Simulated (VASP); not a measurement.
# ZrWS3 (Cmmm) in VASP: further runs, part 2 of 2

VASP 6.6.1. The steps go on from the part before.

## Step 4: Single point, PBE

This run uses another cell than the first one, of 24.41 Å³/atom, 1.115 times its volume.

File INCAR:

```
SYSTEM = ZrWS3
PREC     = Accurate       ! precision mode
ENCUT    = 520            ! plane-wave cutoff, eV
EDIFF    = 1E-6           ! SCF threshold, eV
ISMEAR   = 0              ! smearing method
SIGMA    = 0.1            ! smearing width, eV
LREAL    = .False.        ! projectors in reciprocal space
LASPH    = .True.         ! aspherical terms in the spheres
NELM     = 100            ! most SCF steps
ALGO     = Normal         ! electronic algorithm
ISIF     = 2              ! what is computed and relaxed
LWAVE    = .False.        ! write WAVECAR
LCHARG   = .False.        ! write CHGCAR
GGA      = PE             ! functional
NBANDS   = 30             ! bands
```

File KPOINTS:

```
Automatic mesh
0
Gamma
  10 10 8
  0 0 0
```

File POSCAR:

```
ZrWS3
1.0
    2.3515795976     -5.4597736578      0.0000000000
    2.3515795976      5.4597736578      0.0000000000
    0.0000000000      0.0000000000      4.7529454773
Zr W S
1 1 3
Direct
    0.0000000000      0.0000000000      0.5000000000
    0.5000000000      0.5000000000      0.0000000000
    0.2876432584      0.7123567416      0.0000000000
    0.7123567416      0.2876432584      0.0000000000
    0.0000000000      0.0000000000      0.0000000000
```

Potentials or basis: VASP PAW PBE potentials, release 64 (Zr_sv, W_sv, S).

Command:

```sh
> cat potpaw_PBE.64/Zr_sv/POTCAR potpaw_PBE.64/W_sv/POTCAR potpaw_PBE.64/S/POTCAR > POTCAR
> mpirun -np 1 vasp_std > vasp.out
```

OUTCAR:

```text
SYSTEM = ZrWS3
   PREC = Accurate
   ENCUT = 520
   EDIFF = 1E-6
   ISMEAR = 0
   LREAL = .False.
   LASPH = .True.
   NELM = 100
   ISIF = 2
   GGA = PE

 ion  position               nearest neighbor table
   1  0.000  0.000  0.500-   5 2.38   5 2.38   2 3.34   2 3.34   2 3.34   2 3.34
   2  0.500  0.500  0.000-   3 2.32   4 2.32   5 2.35   5 2.35   1 3.34   1 3.34   1 3.34   1 3.34

   3  0.288  0.712  0.000-   2 2.32   4 2.49   4 2.49
   4  0.712  0.288  0.000-   2 2.32   3 2.49   3 2.49
[... 999 lines left out ...]
  --------------------------------------------------------------------------------------
  -------------------------------------------------------------------------------------
  Total        0.0080693     -0.0291929      0.0213422      0.0000000      0.0000000      0.0000000
  in kB        0.1059295     -0.3832310      0.2801710      0.0000000      0.0000000      0.0000000
  external PRESSURE =       0.0009565 kB  Pullay stress =       0.0000000 kB

 VOLUME and BASIS-vectors are now :
 -----------------------------------------------------------------------------
  energy-cutoff  :      520.00
  volume of cell :      122.05
      direct lattice vectors                 reciprocal lattice vectors
     2.351579598 -5.459773658  0.000000000     0.212623039 -0.091578888  0.000000000
     2.351579598  5.459773658  0.000000000     0.212623039  0.091578888  0.000000000
     0.000000000  0.000000000  4.752945477     0.000000000  0.000000000  0.210395849

 POSITION                                       TOTAL-FORCE (eV/Angst)
 -----------------------------------------------------------------------------------
      0.00000      0.00000      2.37647         0.000000      0.000000      0.000000
      2.35158      0.00000      0.00000        -0.000000      0.000000      0.000000
      2.35158      2.31884      0.00000         0.000000      0.010669     -0.000000
      2.35158     -2.31884      0.00000         0.000000     -0.010669      0.000000
      0.00000      0.00000      0.00000         0.000000      0.000000      0.000000
 -----------------------------------------------------------------------------------
    total drift:                               -0.000000     -0.000000      0.000000

  FREE ENERGIE OF THE ION-ELECTRON SYSTEM (eV)
  ---------------------------------------------------
  free  energy   TOTEN  =       -32.3923080859 eV

  energy  without entropy=      -32.3706517066  energy(sigma->0) =      -32.38147990
```

OSZICAR:

```text
N       E                     dE             d eps       ncg     rms          rms(c)
DAV:   1     0.379814139245E+03    0.37981E+03   -0.22840E+04 10236   0.137E+03
DAV:   2    -0.688802404641E+01   -0.38670E+03   -0.37385E+03 11146   0.369E+02
DAV:   3    -0.340162919729E+02   -0.27128E+02   -0.26296E+02 14484   0.852E+01
DAV:   4    -0.355775977670E+02   -0.15613E+01   -0.15492E+01 14510   0.157E+01
DAV:   5    -0.356467725228E+02   -0.69175E-01   -0.69159E-01 12948   0.228E+00    0.263E+01
DAV:   6    -0.328974779877E+02    0.27493E+01   -0.15941E+01 10920   0.155E+01    0.113E+01
DAV:   7    -0.325399604333E+02    0.35752E+00   -0.33384E+00 12366   0.689E+00    0.712E+00
DAV:   8    -0.323988377348E+02    0.14112E+00   -0.92538E-01 11166   0.452E+00    0.194E+00
DAV:   9    -0.323983467747E+02    0.49096E-03   -0.14134E-01 12462   0.169E+00    0.910E-01
DAV:  10    -0.323934111044E+02    0.49357E-02   -0.66415E-02 11124   0.107E+00    0.509E-01
DAV:  11    -0.323915128565E+02    0.18982E-02   -0.99954E-03 11914   0.438E-01    0.267E-01
DAV:  12    -0.323921335892E+02   -0.62073E-03   -0.11285E-03 10846   0.168E-01    0.770E-02
DAV:  13    -0.323922666288E+02   -0.13304E-03   -0.22873E-04 12678   0.737E-02    0.431E-02
DAV:  14    -0.323922751893E+02   -0.85605E-05   -0.19415E-05 12178   0.223E-02    0.277E-02
DAV:  15    -0.323923067573E+02   -0.31568E-04   -0.50175E-05 11586   0.284E-02    0.783E-03
DAV:  16    -0.323923080237E+02   -0.12664E-05   -0.48243E-06 10872   0.876E-03    0.639E-03
DAV:  17    -0.323923080859E+02   -0.62179E-07   -0.46868E-07  7618   0.329E-03
   1 F= -.32392308E+02 E0= -.32381480E+02  d E =-.216564E-01
```

stdout:

```text
POSCAR found type information on POSCAR ZrW S
 POSCAR found :  3 types and       5 ions
 scaLAPACK will be used
 LDA part: xc-table for (Slater+PW92), standard interpolation
 POSCAR, INCAR and KPOINTS ok, starting setup
 FFT: planning ... GRIDC
 FFT: planning ... GRID_SOFT
 FFT: planning ... GRID
 WAVECAR not read
 entering main loop
```

Run time: 20 min. Hardware: 1 thread of Oxide Virtual Turin-like, shared host; peak memory 0.62 GiB.

Results:

- Free energy: -32.3923 eV
- Pressure: 0.0 GPa
- Largest force: 0.011 eV/Å
- Band gap on the k mesh: zero (band 22 reaches 5.66 eV, above the bottom of band 23 at 5.03 eV)

Forces in eV/Å, atoms in the order of the input:
```
Zr   0.000  0.000  0.000
W    0.000  0.000  0.000
S    0.000  0.011  0.000
S    0.000 -0.011  0.000
S    0.000  0.000  0.000
```

Levels at points of the mesh, in eV from the Fermi level:
```
           k point  band 19  band 20  band 21  band 22  band 23  band 24  band 25  band 26
(0.00, 0.00, 0.00)    -2.49    -2.44    -0.73    -0.59    -0.33     0.06     0.21     1.12
(0.50, 0.00, 0.00)    -1.43    -0.78    -0.63    -0.38    -0.02     0.27     0.83     1.00
(0.50, 0.50, 0.00)    -2.51    -2.50    -2.12    -1.00     0.13     0.13     0.77     0.92
(0.00, 0.00, 0.50)    -1.27    -1.14    -0.62    -0.37     0.01     0.56     1.05     1.17
(0.50, 0.00, 0.50)    -0.97    -0.73    -0.50    -0.10    -0.06     0.95     1.18     1.63
(0.50, 0.50, 0.50)    -2.08    -2.04    -1.31    -0.10     0.02     0.53     0.60     0.73
```

Caveat: spin-orbit coupling is left out, which moves the levels of the heavy elements.

## Step 5: Summary

| cell | k mesh | gap on the mesh (eV) | pressure (GPa) | largest force (eV/Å) |
| --- | --- | --- | --- | --- |
| a = 5.080, b = 5.080, c = 4.266 Å, angles 90.0, 90.0, 96.2°, 5 atoms | 4 × 4 × 4 | none | 56.0 | 18.98 |
| a = 5.958, b = 5.958, c = 4.741 Å, angles 90.0, 90.0, 132.7°, 5 atoms | 4 × 4 × 4 | none | 0.0 | 0.01 |
| a = 5.945, b = 5.945, c = 4.753 Å, angles 90.0, 90.0, 133.4°, 5 atoms | 10 × 10 × 8 | none | 0.0 | 0.01 |

Alike in all rows: task single point; level PBE; potentials or basis VASP PAW PBE potentials, release 64 (Zr_sv, W_sv, S); no spin polarisation; cutoff (eV) 520; smearing gaussian 0.1 eV.

Caveats: some runs use coarse meshes; spin-orbit coupling is left out, which moves the levels of the heavy elements; forces of over 1 eV/Å act on the atoms, so gaps and moduli don't describe the material at rest (some runs).

Absolute energies hang on the potentials; compare differences alone.
